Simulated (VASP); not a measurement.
# BaHfO3 (Pm-3m) in VASP: vibrations by perturbation theory with PBE

Aim: the vibrations by perturbation theory of BaHfO3 with PBE.

Program: VASP 6.6.1. These are calculated values, not measurements. Logs are shortened: lines on timing, memory, paths and dates and some standing lists are left out, and cuts for length are marked.

## Step 1: The cell of the first run

It takes space group Pm-3m (No. 221, cubic). Conventional cell: a = 4.206 Å, b = 4.206 Å, c = 4.206 Å, α = 90.00°, β = 90.00°, γ = 90.00°. Within 3.9 Å of Ba (site symmetry m-3m) lie 12 O at 2.97 Å and 8 Hf at 3.64 Å. Within 2.8 Å of Hf (site symmetry m-3m) lie 6 O at 2.10 Å. O (site symmetry 4/mmm) has 2 Hf at 2.10 Å within 2.8 Å.

## Step 2: Vibrations by perturbation theory, PBE

The input, INCAR:

```
PREC = Accurate ; ENCUT = 520
EDIFF = 1E-8 ; ISMEAR = 0
SIGMA = 0.01 ; LREAL = F
LASPH = T ; NELM = 80
ALGO = Normal ; ISIF = 2
LWAVE = F ; LCHARG = F
GGA = PE ; NBANDS = 27
IBRION = 8 ; NSW = 1
LEPSILON = T
```

The input, KPOINTS:

```
regular mesh
0
Gamma
  6 6 6
```

The input, POSCAR:

```
BaHfO3
1.0
    4.2061261001      0.0000000000      0.0000000000
    0.0000000000      4.2061261001      0.0000000000
    0.0000000000      0.0000000000      4.2061261001
Ba Hf O
1 1 3
Direct
    0.5000000000      0.5000000000      0.5000000000
    0.0000000000      0.0000000000      0.0000000000
    0.0000000000      0.0000000000      0.5000000000
    0.5000000000      0.0000000000      0.0000000000
    0.0000000000      0.5000000000      0.0000000000
```

Potentials or basis: VASP PAW PBE potentials, release 64 (Ba_sv, Hf_pv, O).

Launch:

```sh
cat potpaw_PBE.64/Ba_sv/POTCAR potpaw_PBE.64/Hf_pv/POTCAR potpaw_PBE.64/O/POTCAR > POTCAR
mpirun -np 1 vasp_std > vasp.out
```

OUTCAR:

```text
PREC = Accurate
   ENCUT = 520
   EDIFF = 1E-8
   ISMEAR = 0
   LREAL = F
   LASPH = T
   NELM = 80
   ISIF = 2
   GGA = PE
   IBRION = 8
   NSW = 1
   LEPSILON = T

 ion  position               nearest neighbor table
   1  0.500  0.500  0.500-   3 2.97   4 2.97   5 2.97   4 2.97   5 2.97   3 2.97   4 2.97   4 2.97
                             3 2.97   5 2.97   5 2.97   3 2.97   2 3.64   2 3.64   2 3.64   2 3.64
   2  0.000  0.000  0.000-   3 2.10   4 2.10   5 2.10   3 2.10   5 2.10   4 2.10   1 3.64   1 3.64
                             1 3.64   1 3.64   1 3.64   1 3.64   1 3.64   1 3.64
   3  0.000  0.000  0.500-   2 2.10   2 2.10   1 2.97   1 2.97   1 2.97   1 2.97
   4  0.500  0.000  0.000-   2 2.10   2 2.10   1 2.97   1 2.97   1 2.97   1 2.97
   5  0.000  0.500  0.000-   2 2.10   2 2.10   1 2.97   1 2.97   1 2.97   1 2.97

  LATTYP: Found a simple cubic cell.
 ALAT       =     4.2061261001

  Lattice vectors:

 A1 = (   4.2061261001,   0.0000000000,   0.0000000000)
 A2 = (   0.0000000000,   4.2061261001,   0.0000000000)
 A3 = (   0.0000000000,   0.0000000000,   4.2061261001)

Analysis of symmetry for initial positions (statically):
=====================================================================
 Subroutine PRICEL returns:
 Original cell was already a primitive cell.

 Routine SETGRP: Setting up the symmetry group for a
 simple cubic supercell.

 Subroutine GETGRP returns: Found 48 space group operations
 (whereof 48 operations were pure point group operations)
 out of a pool of 48 trial point group operations.

The static configuration has the point symmetry O_h .

Analysis of symmetry for dynamics (positions and initial velocities):
=====================================================================
 Subroutine PRICEL returns:
 Original cell was already a primitive cell.

 Routine SETGRP: Setting up the symmetry group for a
 simple cubic supercell.

 Subroutine GETGRP returns: Found 48 space group operations
 (whereof 48 operations were pure point group operations)
 out of a pool of 48 trial point group operations.

The dynamic configuration has the point symmetry O_h .

 Subroutine INISYM returns: Found 48 space group operations
 (whereof 48 operations are pure point group operations),
 and found     1 'primitive' translations

----------------------------------------------------------------------------------------

                                     Primitive cell

  volume of cell :      74.4127

  direct lattice vectors                    reciprocal lattice vectors
     4.206126100  0.000000000  0.000000000     0.237748459  0.000000000  0.000000000
     0.000000000  4.206126100  0.000000000     0.000000000  0.237748459  0.000000000
     0.000000000  0.000000000  4.206126100     0.000000000  0.000000000  0.237748459

  length of vectors
     4.206126100  4.206126100  4.206126100     0.237748459  0.237748459  0.237748459

  position of ions in fractional coordinates (direct lattice)
     0.500000000  0.500000000  0.500000000
     0.000000000  0.000000000  0.000000000
     0.000000000  0.000000000  0.500000000
     0.500000000  0.000000000  0.000000000
     0.000000000  0.500000000  0.000000000

  ion indices of the primitive-cell ions
   primitive index   ion index
                 1           1
                 2           2
                 3           3
                 4           4
                 5           5

----------------------------------------------------------------------------------------

 KPOINTS: regular mesh

Automatic generation of k-mesh.
 Grid dimensions read from file:
 generate k-points for:    6    6    6

 Generating k-lattice:
[... 766 lines left out ...]
     0.00445  0.00000 -0.00000           ( -0.00001  0.00000  0.00000)
     0.00000  0.00445  0.00000           (  0.00000 -0.00001  0.00000)
     0.00000  0.00000 -0.00936           (  0.00000  0.00000  0.00000)

 PIEZOELECTRIC TENSOR FIELD DIRECTION 3  (C/m^2)
 -----------------------------------------------------------------------------
     0.00096  0.00000 -0.00000
     0.00000  0.00096  0.00000
     0.00000  0.00000 -0.00201

[... ionic steps 4 to 9 ...]

--------------------------------------- Ionic step       10  -------------------------------------------

------------------------ aborting loop because EDIFF is reached ----------------------------------------

[... ionic steps 11 to 11 ...]

--------------------------------------- Ionic step       12  -------------------------------------------

 Free energy of the ion-electron system (eV)
  ---------------------------------------------------
  ---------------------------------------------------
  free energy    TOTEN  =        -0.37689585 eV

  energy without entropy =       -0.37689585

------------------------ aborting loop because EDIFF is reached ----------------------------------------

 INTERNAL STRAIN TENSOR  FOR ION    3  DIRECTION 3   (eV/Angst):
 -----------------------------------------------------------------------------
    -0.00926  0.00000  0.00000
     0.00000 -0.00926 -0.00000
     0.00000 -0.00000  0.03598

 MACROSCOPIC STATIC DIELECTRIC TENSOR (including local field effects in DFT)
 ------------------------------------------------------
           4.649118    -0.000000     0.000000
          -0.000000     4.649118     0.000000
          -0.000000     0.000000     4.649118
 ------------------------------------------------------

 PIEZOELECTRIC TENSOR (including local field effects)  for field in x, y, z        (e  Angst)
          XX          YY          ZZ          XY          YZ          ZX
  --------------------------------------------------------------------------------
  x     0.00000     0.00000     0.00000     0.00000     0.00000     0.00000
  y     0.00000     0.00000     0.00000     0.00000     0.00000     0.00000
  z     0.00000     0.00000     0.00000     0.00000     0.00000     0.00000

 PIEZOELECTRIC TENSOR (including local field effects)  for field in x, y, z        (C/m^2)
          XX          YY          ZZ          XY          YZ          ZX
  --------------------------------------------------------------------------------
  x     0.00000     0.00000     0.00000     0.00000     0.00000     0.00000
  y     0.00000     0.00000     0.00000     0.00000     0.00000     0.00000
  z     0.00000     0.00000     0.00000     0.00000     0.00000     0.00000

 BORN EFFECTIVE CHARGES (including local field effects) (in |e|, cummulative output)
 ---------------------------------------------------------------------------------
 ion    1
    1     2.74010    -0.00000    -0.00000
    2     0.00000     2.74010     0.00000
    3     0.00000     0.00000     2.74010
 ion    2
    1     5.81044    -0.00000     0.00000
    2    -0.00000     5.81044     0.00000
    3     0.00000    -0.00000     5.81044
 ion    3
    1    -1.99384     0.00000    -0.00000
    2     0.00000    -1.99384    -0.00000
    3    -0.00000     0.00000    -4.56286
 ion    4
    1    -4.56286     0.00000     0.00000
    2    -0.00000    -1.99384    -0.00000
    3     0.00000    -0.00000    -1.99384
 ion    5
    1    -1.99384     0.00000     0.00000
    2    -0.00000    -4.56286     0.00000
    3     0.00000    -0.00000    -1.99384

 INTERNAL STRAIN TENSOR FOR ION    5 for displacements in x,y,z  (eV/Angst):
          X           Y           Z          XY          YZ          ZX
  --------------------------------------------------------------------------------
  x     0.00000     0.00000     0.00000     0.00000     0.00000     0.00000
  y     0.00000     0.00000     0.00000     0.00000     0.00000     0.00000
  z     0.00000     0.00000     0.00000     0.00000     0.00000     0.00000

 SECOND DERIVATIVES (NOT SYMMETRIZED)
 ------------------------------------
               1X          1Y          1Z          2X          2Y          2Z          3X          3Y          3Z          4X          4Y          4Z          5X          5Y          5Z
  1X    -3.764089    0.000000    0.000000    3.367784   -0.000000   -0.000000   -0.361817    0.000000    0.000000    1.119940    0.000000   -0.000000   -0.361817    0.000000    0.000000
  1Y    -0.000000   -3.764089    0.000000   -0.000000    3.367784    0.000000    0.000000   -0.361817    0.000000    0.000000   -0.361817    0.000000   -0.000000    1.119940   -0.000000
  1Z     0.000000    0.000000   -3.764089    0.000000   -0.000000    3.367784   -0.000000   -0.000000    1.119940    0.000000    0.000000   -0.361817    0.000000    0.000000   -0.361817
  2X     3.362251    0.000000   -0.000000   -8.657389    0.000000   -0.000000    0.837984    0.000000   -0.000000    3.619170   -0.000000    0.000000    0.837984   -0.000000   -0.000000
  2Y     0.000000    3.362251   -0.000000    0.000000   -8.657389   -0.000000   -0.000000    0.837984    0.000000   -0.000000    0.837984   -0.000000   -0.000000    3.619170    0.000000
  2Z     0.000000    0.000000    3.362251    0.000000    0.000000   -8.657389   -0.000000   -0.000000    3.619170    0.000000    0.000000    0.837984    0.000000    0.000000    0.837984
  3X    -0.362957    0.000000    0.000000    0.834767    0.000000    0.000000   -3.372265    0.000000    0.000000    3.473097    0.000000    0.000000   -0.572642    0.000000    0.000000
  3Y     0.000000   -0.362957    0.000000    0.000000    0.834767    0.000000    0.000000   -3.372265    0.000000    0.000000   -0.572642    0.000000    0.000000    3.473097    0.000000
  3Z     0.000000    0.000000    1.114979    0.000000    0.000000    3.624256    0.000000    0.000000  -11.685292    0.000000   -0.000000    3.473029    0.000000    0.000000    3.473029
  4X     1.114979    0.000000    0.000000    3.624256    0.000000    0.000000    3.473029   -0.000000    0.000000  -11.685292    0.000000    0.000000    3.473029   -0.000000   -0.000000
  4Y     0.000000   -0.362957    0.000000    0.000000    0.834767    0.000000    0.000000   -0.572642    0.000000    0.000000   -3.372265    0.000000    0.000000    3.473097    0.000000
  4Z     0.000000    0.000000   -0.362957    0.000000    0.000000    0.834767    0.000000    0.000000    3.473097    0.000000    0.000000   -3.372265    0.000000    0.000000   -0.572642
  5X    -0.362957    0.000000    0.000000    0.834767    0.000000    0.000000   -0.572642    0.000000    0.000000    3.473097    0.000000    0.000000   -3.372265    0.000000    0.000000
  5Y     0.000000    1.114979    0.000000    0.000000    3.624256    0.000000    0.000000    3.473029    0.000000   -0.000000    3.473029   -0.000000    0.000000  -11.685292    0.000000
  5Z     0.000000    0.000000   -0.362957    0.000000    0.000000    0.834767    0.000000    0.000000    3.473097    0.000000    0.000000   -0.572642    0.000000    0.000000   -3.372265

 Eigenvectors and eigenvalues of the dynamical matrix
 ----------------------------------------------------

   1 f  =   14.691653 THz    92.310376 2PiTHz  490.060781 cm-1    60.759766 meV
             X         Y         Z           dx          dy          dz
      2.103063  2.103063  2.103063     0.017752    0.022647   -0.003953
      0.000000  0.000000  0.000000     0.037170    0.047420   -0.008277
      0.000000  0.000000  2.103063     0.186715    0.238207    0.122393
      2.103063  0.000000  0.000000    -0.549639    0.238207   -0.041577
      0.000000  2.103063  0.000000     0.186715   -0.701218   -0.041577
[... 105 lines left out ...]
  15 f/i=    0.003310 THz     0.020798 2PiTHz    0.110415 cm-1     0.013690 meV
             X         Y         Z           dx          dy          dz
      2.103063  2.103063  2.103063     0.447057    0.420271    0.006928
      0.000000  0.000000  0.000000     0.510576    0.479984    0.007913
      0.000000  0.000000  2.103063     0.153046    0.143876    0.002370
      2.103063  0.000000  0.000000     0.152947    0.143876    0.002372
      0.000000  2.103063  0.000000     0.153046    0.143783    0.002372

--------------------------------------------------------------------------------------------------------

 MACROSCOPIC STATIC DIELECTRIC TENSOR IONIC CONTRIBUTION
 ------------------------------------------------------
          37.176580     0.000000     0.000000
           0.000000    37.176580     0.000000
           0.000000     0.000000    37.176580
 ------------------------------------------------------

 ELASTIC MODULI CONTR FROM IONIC RELAXATION (kBar)
 Direction    XX          YY          ZZ          XY          YZ          ZX
 --------------------------------------------------------------------------------
 XX           0.0000      0.0000      0.0000      0.0000      0.0000      0.0000
 YY           0.0000      0.0000      0.0000      0.0000      0.0000      0.0000
 ZZ           0.0000      0.0000      0.0000      0.0000      0.0000      0.0000
 XY           0.0000      0.0000      0.0000      0.0000      0.0000      0.0000
 YZ           0.0000      0.0000      0.0000      0.0000      0.0000      0.0000
 ZX           0.0000      0.0000      0.0000      0.0000      0.0000      0.0000
 --------------------------------------------------------------------------------

 PIEZOELECTRIC TENSOR IONIC CONTR  for field in x, y, z        (C/m^2)
          XX          YY          ZZ          XY          YZ          ZX
  --------------------------------------------------------------------------------
  x     0.00000     0.00000     0.00000     0.00000     0.00000     0.00000
  y     0.00000     0.00000     0.00000     0.00000     0.00000     0.00000
  z     0.00000     0.00000     0.00000     0.00000     0.00000     0.00000
```

It took 27 min on 1 thread of Oxide Virtual Turin-like, shared host; peak memory 0.48 GiB.

Results:

```
Electronic dielectric tensor (diagonal)                 : 4.65
Born charges (mean of the diagonal)                     : Ba +2.74; Hf +5.81; O -2.85 e
Highest phonon frequency at Γ, LO-TO splitting left out : 490 cm⁻¹
```

Phonon frequencies in cm⁻¹ (negative: imaginary):
| q point | frequencies |
| --- | --- |
| (0.000, 0.000, 0.000) | 0 0 0 106 106 106 187 187 187 218 218 218 490 490 490 |

Electronic dielectric tensor:
```
4.65 0.00 0.00
0.00 4.65 0.00
0.00 0.00 4.65
```

Born effective charge tensors (e):
atom 1, Ba
```
2.74 0.00 0.00
0.00 2.74 0.00
0.00 0.00 2.74
```
atom 2, Hf
```
5.81 0.00 0.00
0.00 5.81 0.00
0.00 0.00 5.81
```
atom 3, O
```
-1.99  0.00  0.00
 0.00 -1.99  0.00
 0.00  0.00 -4.56
```
atom 4, O
```
-4.56  0.00  0.00
 0.00 -1.99  0.00
 0.00  0.00 -1.99
```
atom 5, O
```
-1.99  0.00  0.00
 0.00 -4.56  0.00
 0.00  0.00 -1.99
```

Caveat: spin-orbit coupling is left out, which moves the levels of the heavy elements.
